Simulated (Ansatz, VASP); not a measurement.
**ZnSe in VASP and in Ansatz**

```xyz
2
Lattice="0.0000 2.8338 2.8338 2.8338 0.0000 2.8338 2.8338 2.8338 0.0000" Properties=species:S:1:pos:R:3 pbc="T T T"
Zn    0.0000    0.0000    0.0000
Se    1.4169    1.4169    1.4169
```

Alike in both runs: task single point; functional PBE; k mesh 6 × 6 × 6; no spin polarisation.

|  | VASP | Ansatz |
| --- | --- | --- |
| version | VASP 6.6.1 | Ansatz 0.2.0 |
| potentials or method | VASP PAW PBE potentials, release 64 (Zn, Se) | plane waves, norm-conserving potentials |
| plane-wave cutoff (eV) | 520 | 1170 |
| occupations | gaussian, width 0.01 eV | fixed |
| valence electrons in the cell | 18 | 36 |

|  | VASP | Ansatz | Ansatz less VASP |
| --- | --- | --- | --- |
| gap on the k mesh at the Fermi level (eV) | 1.29 | 1.29 | -0.001 |
| pressure (GPa) | 2.4 | 2.1 | -0.25 |

VASP's potentials hold 18 valence electrons a cell and Ansatz's 36, so a difference there can come from the potentials and not from the codes.
